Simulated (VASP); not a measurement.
Mg:

```
Mg
1.0
     3.21028    0.00000    0.00000
    -1.60514    2.78018    0.00000
     0.00000    0.00000   10.31910
Mg
4
Cartesian
  0.0000 0.0000 0.0000
  0.0000 1.8535 2.5798
  0.0000 0.0000 5.1596
  1.6051 0.9267 7.7393
```

Base run:

```yaml
Program: VASP 6.6.1
Functional: r2SCAN
Potentials_or_basis: VASP PAW PBE potentials, release 64 (Mg)
Cutoff: 520 eV
k_mesh: 15 × 15 × 4
Occupations: gaussian, width 0.1 eV
Spin: no spin polarisation
```

Its results: band gap on the k mesh zero (band 4 reaches 3.60 eV, above the bottom of band 5 at 1.53 eV); pressure -0.9 GPa.

Q: The run is repeated on the same cell with these changes: functional from r2SCAN to PBE. What comes out?

A: Band gap on the k mesh zero (band 4 reaches 3.57 eV, above the bottom of band 5 at 1.47 eV); pressure -0.1 GPa.

Caveats: the PAW data sets were made with another functional, which shifts forces and pressure a little (some runs).
